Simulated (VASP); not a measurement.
Here is a VASP 6.6.1 calculation.

Contents of INCAR:

```
SYSTEM = LiSi16
PREC = Accurate
ENCUT = 520
EDIFF = 1E-6
ISMEAR = 0
SIGMA = 0.05
LREAL = Auto
LASPH = .True.
NELM = 80
ALGO = Normal
ISIF = 2
LWAVE = .False.
LCHARG = .True.
GGA = PE
IVDW = 12
LELF = .True.
LVHAR = .True.
NBANDS = 48
NELECT = 66.0
```

File KPOINTS:

```
Automatic mesh
0
Gamma
  2 2 2
  0 0 0
```

Contents of POSCAR:

```
LiSi16
1.0
    0.0000000000      5.4300000000      5.4300000000
    5.4300000000      0.0000000000      5.4300000000
    5.4300000000      5.4300000000      0.0000000000
Si Li
16 1
Direct
    0.0012576183     -0.0120607355      0.0055302517
    0.1262810036      0.1118757275      0.1359284455
    0.0041622088     -0.0120405055      0.5040661625
    0.1262666227      0.1118928204      0.6261664448
    0.0017122378      0.4909886727      0.0059453283
    0.1306882625      0.6141055274      0.1277316209
    0.0017147229      0.4910165891      0.5016166543
    0.1268993769      0.6198146863      0.6267895967
    0.5056356824     -0.0120006772      0.0055392727
    0.6274221652      0.1182656792      0.1273087368
    0.5056291402     -0.0120445107      0.5011401195
    0.6360240277      0.1118700140      0.6261859710
    0.5032378458      0.4908539564      0.0031164693
    0.6278397501      0.6141726628      0.1277443280
    0.5060544383      0.4909784439      0.5016137281
    0.6278310918      0.6141235548      0.6305667195
    0.2543702251      1.2373692343      0.7542668702
```

Potentials or basis: VASP PAW PBE potentials, release 64 (Si, Li_sv).

Command:

```console
$ cat potpaw_PBE.64/Si/POTCAR potpaw_PBE.64/Li_sv/POTCAR > POTCAR
$ mpirun -np 1 vasp_std > vasp.out
```

**Question.** Predict the largest force.

**Answer.** 0.018 eV/Å.

**Question.** What does it give for the dispersion energy per atom?

**Answer.** -0.321 eV.

Forces in eV/Å, atoms in the order of the input:
```
Si  -0.002  0.002  0.002
Si  -0.004  0.000  0.000
Si   0.004 -0.004  0.004
Si   0.000  0.004  0.001
Si  -0.002 -0.002  0.003
Si  -0.002  0.002 -0.002
Si   0.001  0.002  0.002
Si   0.007 -0.007  0.007
Si  -0.003 -0.002 -0.003
Si  -0.004  0.006 -0.004
Si   0.002  0.002 -0.003
Si  -0.001  0.000 -0.003
Si  -0.006  0.006 -0.006
Si  -0.003  0.001 -0.003
Si   0.003 -0.002 -0.002
Si  -0.002  0.003 -0.002
Li   0.010 -0.011  0.010
```

Caveat: the k points lie up to 0.50 Å⁻¹ apart; the cell carries a net charge on a neutralising background, which shifts energy and pressure.
